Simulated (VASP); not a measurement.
Set up this calculation in VASP 6.6.1, as the native input.

- Task: relaxation of shape and atoms at fixed volume
- Functional: PBEsol
- Potentials or basis: VASP PAW PBE potentials, release 64 (Mo_sv, S)
- Cutoff: 500 eV
- k mesh: 8 × 8 × 2
- Occupations: gaussian, width 0.05 eV
- Spin: collinear spin
- Starting moments: [0.05, 0.05, 0.0, 0.0, 0.0, 0.0] μB
- Dipole correction: no
- Further INCAR settings: ALGO = Normal; EDIFF = 1e-07; IBRION = 2; EDIFFG = -0.01; NSW = 60; ISIF = 4

The structure of MoS2 lies in POSCAR:

```
MoS2
1.0
    3.1208311201      0.0000000000      0.0000000000
   -1.5604155601      2.7027190309      0.0000000000
    0.0000000000      0.0000000000     12.5408396812
Mo S
2 4
Direct
    0.3333333333      0.6666666667      0.2500000000
    0.6666666667      0.3333333333      0.7500000000
    0.3333333333      0.6666666667      0.6265210559
    0.6666666667      0.3333333333      0.1265210559
    0.3333333333      0.6666666667      0.8734789441
    0.6666666667      0.3333333333      0.3734789441
```

One way to write it, as run:

INCAR

```
ALGO = Normal
EDIFF = 1E-7
EDIFFG = -0.01
ENCUT = 500
GGA = PS
GGA_COMPAT = False
IBRION = 2
ISIF = 4
ISMEAR = 0
ISPIN = 2
LASPH = True
LCHARG = False
LMAXMIX = 4
LORBIT = 11
LREAL = False
LWAVE = False
MAGMOM = 0.05 0.05 0 0 0 0
NELM = 200
NELMIN = 4
NSW = 60
PREC = Accurate
SIGMA = 0.05
```

KPOINTS

```
k-points
0
Gamma
  8 8 2
```

Potentials or basis: VASP PAW PBE potentials, release 64 (Mo_sv, S).

The run is started by

```sh
$ cat potpaw_PBE.64/Mo_sv/POTCAR potpaw_PBE.64/S/POTCAR > POTCAR
$ mpirun -np 1 vasp_std > vasp.out
```

It gave:

The energy gained by relaxing is 3.1 meV/atom and the ionic steps are 5. The pressure after relaxing is 0.4 GPa and the largest force after relaxing is 0.005 eV/Å. The band gap on the k mesh is 1.02 eV (least direct gap 2.03 eV). The net moment is 0.00 μB per cell. The valence electrons inside the program's atomic spheres are Mo 12.53; S 3.69.

Caveat: the PAW data sets were made with another functional, which shifts forces and pressure a little; this functional lacks dispersion, which binds layers or chains, so the pressure and a relaxed spacing across them are unreliable.

It took 11 min on 1 thread of Oxide Virtual Turin-like Processor, with other jobs on the host, peak memory 0.27 GiB.
